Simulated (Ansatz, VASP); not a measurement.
**MgZn2TeSe2 in VASP and in Ansatz**

File INCAR:

```
SYSTEM = MgZn2TeSe2
  PREC = Accurate
  ENCUT = 520
  EDIFF = 1E-6
  ISMEAR = 0
  SIGMA = 0.1
  LREAL = .FALSE.
  LASPH = .TRUE.
  NELM = 60
  ALGO = Normal
  ISIF = 2
  LWAVE = .FALSE.
  LCHARG = .TRUE.
  GGA = PE
  LELF = .TRUE.
  LVHAR = .TRUE.
  NBANDS = 31
```

Contents of KPOINTS:

```
Automatic mesh
0
G
  6 6 2
  0 0 0
```

Contents of POSCAR:

```
MgZn2TeSe2
1.0
    4.1950726600      0.0000000000      0.0000000000
   -2.0975363300      3.6330395000      0.0000000000
    0.0000000000      0.0000000000      8.9762794700
Mg Zn Te Se
1 2 1 2
Direct
    0.0000000000      0.0000000000      0.5000000000
    0.6666666700      0.3333333300      0.2435020100
    0.3333333300      0.6666666700      0.7564979900
    0.0000000000      0.0000000000      0.0000000000
    0.6666666700      0.3333333300      0.7625210300
    0.3333333300      0.6666666700      0.2374789700
```

Input for Ansatz:

```yaml
crystal:
  lattice:
    - [4.19507266, 0.0, 0.0]
    - [-2.09753633, 3.6330395, 0.0]
    - [0.0, 0.0, 8.97627947]
  atoms:
    - { symbol: Mg, position: [0.0, 0.0, 0.5] }
    - { symbol: Zn, position: [0.66666667, 0.33333333, 0.24350201] }
    - { symbol: Zn, position: [0.33333333, 0.66666667, 0.75649799] }
    - { symbol: Te, position: [0.0, 0.0, 0.0] }
    - { symbol: Se, position: [0.66666667, 0.33333333, 0.76252103] }
    - { symbol: Se, position: [0.33333333, 0.66666667, 0.23747897] }
basis:
  ecutwfc: 420
kpoints:
  mp_grid: { grid: [6, 6, 2] }
hamiltonian:
  xc: pbe
scf:
  occupations: { method: gaussian, width: 0.1 }
  lower_state_search: "off"
output:
  forces: true
  stress: true
  eigenvalues: true
```

Change from the starting cell: species swapped into the SrEuP2Pt2 type (P-3m1, No. 164).

Alike in both runs: task single point; functional PBE; k mesh 6 × 6 × 2; occupations gaussian, width 0.1 eV; no spin polarisation.

|  | VASP | Ansatz |
| --- | --- | --- |
| version | VASP 6.6.1 | Ansatz 0.2.0 |
| potentials or method | VASP PAW PBE potentials, release 64 (Mg, Zn, Te, Se), cutoff 520 eV | scalar-relativistic, plane waves, PAW |
| valence electrons in the cell | 44 | 82 |

```csv
,VASP,Ansatz,Ansatz less VASP
gap on the k mesh at the Fermi level (eV),none,none,-
pressure (GPa),4.8,4.7,-0.14
"traceless stress, the component that is largest in VASP (GPa)",-3.43,-3.30,+0.130
rms of the force components (eV/Å),0.435,0.436,+0.0006
```

Atom by atom the forces differ by 0.003 eV/Å (rms over components). A gap of «none» marks a metal or a gap that the smearing closes. With one functional, cell and mesh, what is left measures potentials, basis and numerics. VASP's potentials hold 44 valence electrons a cell and Ansatz's 82, so a difference there can come from the potentials and not from the codes.

Spin-orbit coupling is off throughout.
